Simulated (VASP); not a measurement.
# KI in VASP: further runs, part 2 of 2

VASP 6.6.1. Earlier steps stand in the parts before.

**3. Relaxation of cell and atoms, LDA**

This run uses another cell than the first one, of 46.42 Å³/atom.

Input file INCAR:

```
  PREC = Accurate
  ENCUT = 600
  EDIFF = 1E-6
  ISMEAR = 0
  SIGMA = 0.02
  LREAL = F
  LASPH = T
  NELM = 60
  ALGO = Normal
  ISIF = 3
  LWAVE = F
  LCHARG = F
  GGA = CA
  IBRION = 2
  NSW = 70
  EDIFFG = -0.005
```

Input file KPOINTS:

```
regular mesh
0
Gamma
  6 6 4
```

Input file POSCAR:

```
KI
1.0
    2.4856454456     -4.3033639529      0.0000000000
    2.4856454456      4.3033639529      0.0000000000
    0.0000000000      0.0000000000      8.6793136639
K I
2 2
Direct
    0.5000000000      0.5000000000      0.5000000000
    0.5000000000      0.5000000000      0.0000000000
    0.8332197398      0.1667802602      0.2500000000
    0.1667802602      0.8332197398      0.7500000000
```

Potentials or basis: VASP PAW LDA potentials, release 64 (K_sv, I).

Run with:

```console
cat potpaw_LDA.64/K_sv/POTCAR potpaw_LDA.64/I/POTCAR > POTCAR
mpirun -np 1 vasp_std > vasp.out
```

OUTCAR:

```text
PREC = Accurate
   ENCUT = 600
   EDIFF = 1E-6
   ISMEAR = 0
   LREAL = F
   LASPH = T
   NELM = 60
   ISIF = 3
   GGA = CA
   IBRION = 2
   NSW = 70
   EDIFFG = -0.005

 ion  position               nearest neighbor table
   1  0.500  0.500  0.500-   3 3.60   4 3.60   4 3.60   3 3.60   4 3.60   3 3.60
   2  0.500  0.500  0.000-   3 3.60   4 3.60   4 3.60   3 3.60   4 3.60   3 3.60
   3  0.833  0.167  0.250-   1 3.60   2 3.60   1 3.60   2 3.60   1 3.60   2 3.60
   4  0.167  0.833  0.750-   1 3.60   2 3.60   1 3.60   2 3.60   1 3.60   2 3.60

  LATTYP: Found a base centered orthorhombic cell.
 ALAT       =     4.9712908912
 B/A-ratio  =     1.7312863186
 C/A-ratio  =     1.7458873065

  Lattice vectors:

 A1 = (   2.4856454456,  -4.3033639529,   0.0000000000)
 A2 = (   2.4856454456,   4.3033639529,   0.0000000000)
 A3 = (   0.0000000000,   0.0000000000,   8.6793136639)

Analysis of symmetry for initial positions (statically):
=====================================================================
 Subroutine PRICEL returns:
 Original cell was already a primitive cell.

 Routine SETGRP: Setting up the symmetry group for a
 base centered orthorhombic supercell.

 Subroutine GETGRP returns: Found  8 space group operations
 (whereof  4 operations were pure point group operations)
 out of a pool of  8 trial point group operations.

The static configuration has the point symmetry C_2h.
 The point group associated with its full space group is D_2h.

Analysis of symmetry for dynamics (positions and initial velocities):
=====================================================================
 Subroutine PRICEL returns:
 Original cell was already a primitive cell.

 Routine SETGRP: Setting up the symmetry group for a
 base centered orthorhombic supercell.

 Subroutine GETGRP returns: Found  8 space group operations
 (whereof  4 operations were pure point group operations)
 out of a pool of  8 trial point group operations.

The dynamic configuration has the point symmetry C_2h.
 The point group associated with its full space group is D_2h.

 Subroutine INISYM returns: Found  8 space group operations
 (whereof  4 operations are pure point group operations),
 and found     1 'primitive' translations

----------------------------------------------------------------------------------------

                                     Primitive cell

  volume of cell :     185.6789

  direct lattice vectors                    reciprocal lattice vectors
     2.485645446 -4.303363953  0.000000000     0.201154996 -0.116188174  0.000000000
     2.485645446  4.303363953  0.000000000     0.201154996  0.116188174  0.000000000
     0.000000000  0.000000000  8.679313664     0.000000000  0.000000000  0.115216484

  length of vectors
     4.969645319  4.969645319  8.679313664     0.232299428  0.232299428  0.115216484

  position of ions in fractional coordinates (direct lattice)
     0.500000000  0.500000000  0.500000000
     0.500000000  0.500000000  0.000000000
     0.833219740  0.166780260  0.250000000
     0.166780260  0.833219740  0.750000000

  ion indices of the primitive-cell ions
   primitive index   ion index
                 1           1
                 2           2
[... 62 lines left out ...]
   NGX,Y,Z   is equivalent  to a cutoff of  13.38, 13.38, 13.41 a.u.
   NGXF,Y,Z  is equivalent  to a cutoff of  26.76, 26.76, 26.82 a.u.
 SYSTEM =  unknown system
   PREC   = accura    normal or accurate (medium, high low for compatibility)
   ISTART =      0    job   : 0-new  1-cont  2-samecut
   ICHARG =      2    charge: 1-file 2-atom 10-const
   ISPIN  =      1    spin polarized calculation?
   LNONCOLLINEAR =      F non collinear calculations
   LSORBIT =      F    spin-orbit coupling
   LASPH  =      T    aspherical Exc in radial PAW
   ENCUT  =  600.0 eV  44.10 Ry    6.64 a.u.   9.93  9.93 17.33*2*pi/ulx,y,z
   NELM   =     60;   NELMIN=  2; NELMDL= -5     # of ELM steps
   EDIFF  = 0.1E-05   stopping-criterion for ELM
   LREAL  =      F    real-space projection
   EDIFFG = -.5E-02   stopping-criterion for IOM
   NSW    =     70    number of steps for IOM
   IBRION =      2    ionic relax: 0-MD 1-quasi-New 2-CG
   NFREE  =      1    steps in history (QN), initial steepest desc. (CG)
   ISIF   =      3    stress and relaxation
   ISYM   =      2    0-nonsym 1-usesym 2-fastsym
   POTIM  = 0.5000    time-step for ionic-motion
   TEBEG  =    0.0;   TEEND  =   0.0 temperature during run
   PSTRESS=    0.0 pullay stress
   NELECT =      32.0000    total number of electrons
   NUPDOWN=      -1.0000    fix difference up-down
   EMIN   =  10.00;   EMAX   =-10.00  energy-range for DOS
   EFERMI =   0.00;   METHOD = LEGACY
   ISMEAR =     0;   SIGMA  =   0.02  broadening in eV -4-tet -1-fermi 0-gaus
   EFERMI_NEDOS =   21; number of points for ismear=-14 and -15
   IALGO  =     38    algorithm
   IMIX   =      4    mixing-type and parameters
     AMIX     =   0.40;   BMIX     =  1.00
     AMIX_MAG =   1.60;   BMIX_MAG =  1.00
  volume/ion in A,a.u.               =      46.42       313.26
  Fermi-wavevector in a.u.,A,eV,Ry     =   0.911040  1.721615 11.292744  0.829993
  Thomas-Fermi vector in A             =   2.035272
   LORBIT       =      0    0 simple, 1 ext, 2 COOP (PROOUT), +10 PAW based schemes
   GGA     = CA    functional components
   LHFCALC =     F    Hartree Fock is set to
   AEXX    =    0.0000 exact exchange contribution
   IVDW    =     0    specifies the selected vdW correction
   LEPSILON=     F    determine dielectric tensor
   LRPA    =     F    only Hartree local field effects (RPA)
 conjugate gradient relaxation of ions
 non-spin polarized calculation
 Gauss-broadening in eV      SIGMA  =   0.02
  energy-cutoff  :      600.00
  volume of cell :      185.68
 maximum number of plane-waves:      6220
   NGX = 19   NGY = 19   NGZ = 35

--------------------------------------- Ionic step        1  -------------------------------------------

 number of electron      31.9999999 magnetization

 Free energy of the ion-electron system (eV)
  ---------------------------------------------------
  ext. energy  EPLUGINS =         0.00000000
  ---------------------------------------------------
  free energy    TOTEN  =       -12.10016210 eV

  energy without entropy =      -12.10016210  energy(sigma->0) =      -12.10016210

------------------------ aborting loop because EDIFF is reached ----------------------------------------

  FORCE on cell =-STRESS in cart. coord.  units (eV):
  Direction    XX          YY          ZZ          XY          YZ          ZX
  --------------------------------------------------------------------------------------
  -------------------------------------------------------------------------------------
  Total       -1.8908365     -1.8841977     -1.9814473      0.0000000     -0.0000000      0.0000000
  in kB      -16.3155574    -16.2582727    -17.0974158      0.0000000     -0.0000000      0.0000000
  external PRESSURE =     -16.5570820 kB  Pullay stress =       0.0000000 kB
[... 25 lines left out ...]
--------------------------------------- Ionic step        2  -------------------------------------------

 number of electron      32.0000001 magnetization

 E-fermi :  -0.3008     XC(G=0):  -7.6933

 val. band max:       -0.4528402644   @ k =   0.0000   0.0000   0.0000
 cond. band min:       3.1325958218   @ k =   0.0000   0.0000   0.0000
 fundamental gap:      3.5854360862
 Fermi energy:        -0.3008010426

 k-point     1 :       0.0000    0.0000    0.0000
  band No.  band energies     occupation
      1     -28.6846      2.00000
      2     -28.6781      2.00000
      3     -12.6457      2.00000
      4     -12.4132      2.00000
      5     -12.4131      2.00000
      6     -12.3972      2.00000
[... 612 lines left out ...]
  FREE ENERGIE OF THE ION-ELECTRON SYSTEM (eV)
  ---------------------------------------------------
  free  energy   TOTEN  =       -12.2544509044 eV

  energy  without entropy=      -12.2544509044  energy(sigma->0) =      -12.25445090

[... ionic steps 4 to 9 ...]

--------------------------------------- Ionic step       10  -------------------------------------------

 number of electron      31.9999998 magnetization

------------------------ aborting loop because EDIFF is reached ----------------------------------------
[... 71 lines left out ...]
--------------------------------------- Ionic step       12  -------------------------------------------

 number of electron      31.9999998 magnetization

 Free energy of the ion-electron system (eV)
  ---------------------------------------------------
  ext. energy  EPLUGINS =         0.00000000
  ---------------------------------------------------
  free energy    TOTEN  =       -12.25596094 eV

  energy without entropy =      -12.25596094  energy(sigma->0) =      -12.25596094

 E-fermi :   0.1602     XC(G=0):  -8.0144

 val. band max:        0.0344107340   @ k =   0.0000   0.0000   0.0000
 cond. band min:       3.7904269752   @ k =   0.0000   0.0000   0.0000
 fundamental gap:      3.7560162412
 Fermi energy:         0.1602302881

 k-point     1 :       0.0000    0.0000    0.0000
  band No.  band energies     occupation
      1     -28.1056      2.00000
      2     -28.0968      2.00000
      3     -12.1944      2.00000
      4     -11.8469      2.00000
      5     -11.8469      2.00000
      6     -11.8261      2.00000
[... 574 lines left out ...]
  FREE ENERGIE OF THE ION-ELECTRON SYSTEM (eV)
  ---------------------------------------------------
  free  energy   TOTEN  =       -12.2559609380 eV

  energy  without entropy=      -12.2559609380  energy(sigma->0) =      -12.25596094

 reached required accuracy - stopping structural energy minimisation
```

Wall time 12 min (1 thread of AMD EPYC 7R43 (Zen 3), shared host); peak memory 0.35 GiB.

What came out:

```yaml
Free_energy: -12.2560 eV
Relaxed_volume: 39.90 Å³/atom
Relaxed_cell: a = 4.711 Å, b = 4.711 Å, c = 8.305 Å, α = 90.00°, β = 90.00°, γ = 120.02°
Space_group_after_relaxing_to_0.1_Å: P6_3/mmc (No. 194)
Energy_gained_by_relaxing: 38.9 meV/atom
Ionic_steps: 12
Pressure_after_relaxing: 0.0 GPa
Band_gap_on_the_k_mesh: 3.76 eV
```

Step by step:
| step | energy change (eV) | largest force (eV/Å) | pressure (GPa) | volume (Å³) |
| --- | --- | --- | --- | --- |
| 1 | 0.0000 | 0.0009 | -1.66 | 185.68 |
| 2 | -0.1081 | 0.0013 | -1.05 | 173.08 |
| 3 | -0.1543 | 0.0017 | -0.16 | 161.46 |
| 4 | -0.1551 | 0.0017 | 0.02 | 159.54 |
| 5 | -0.1551 | 0.0017 | -0.02 | 160.03 |
| 6 | -0.1553 | 0.0013 | -0.03 | 160.00 |
| 7 | -0.1557 | 0.0001 | -0.02 | 159.89 |
| 8 | -0.1558 | 0.0005 | -0.02 | 159.83 |
| 9 | -0.1558 | 0.0005 | -0.02 | 159.84 |
| 10 | -0.1558 | 0.0002 | -0.03 | 159.86 |
| 11 | -0.1558 | 0.0004 | -0.02 | 159.85 |
| 12 | -0.1558 | 0.0001 | 0.00 | 159.60 |

Final structure:
```
K I
1.0
     2.35489   -4.08022    0.00000
     2.35489    4.08022    0.00000
     0.00000    0.00000    8.30501
K I
2 2
Direct
  0.50000 0.50000 0.50000
  0.50000 0.50000 0.00000
  0.83329 0.16671 0.25000
  0.16671 0.83329 0.75000
```

Caveat: spin-orbit coupling is left out, which moves the levels of the heavy elements.
